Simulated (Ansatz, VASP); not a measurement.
**Ti4Al9: VASP beside Ansatz**

```
CELL_PARAMETERS angstrom
3.97242 0.00000 0.00000
0.00000 6.33402 0.00000
0.00000 0.00000 22.42230
ATOMIC_POSITIONS crystal
Al 0.00000 0.81038 0.33449
Al 0.50000 0.12340 0.36311
Al 0.50000 0.71557 0.41724
Al 0.50000 0.30773 0.47138
Al 0.00000 0.62076 0.50000
Al 0.50000 0.93378 0.52862
Al 0.50000 0.52594 0.58276
Al 0.50000 0.11811 0.63689
Al 0.00000 0.43113 0.66551
Ti 0.00000 0.43275 0.39139
Ti 0.00000 0.99838 0.44310
Ti 0.00000 0.24313 0.55690
Ti 0.00000 0.80876 0.60861
```

Alike in both runs: task single point; functional PBEsol; k mesh 9 × 6 × 1; occupations gaussian, width 0.1 eV; no spin polarisation.

```csv
,VASP,Ansatz
version,VASP 6.6.1,Ansatz 0.2.0
potentials or method,"VASP PAW PBE potentials, release 64 (Al, Ti_sv), cutoff 520 eV","scalar-relativistic, plane waves, PAW"
valence electrons in the cell,75,75
```

VASP gave:

| Property | Result |
| --- | --- |
| gap on the k mesh at the Fermi level (eV) | none |
| rms of the force components (eV/Å) | 0.260 |

Q: Estimate Ansatz's values.

A: gap on the k mesh at the Fermi level (eV): none; rms of the force components (eV/Å): 0.258.

VASP's potentials were made for PBE, not for PBEsol. A gap of «none» marks a metal or a gap that the smearing closes. The functional is the same, so the differences come from potentials, cutoffs and numerics.
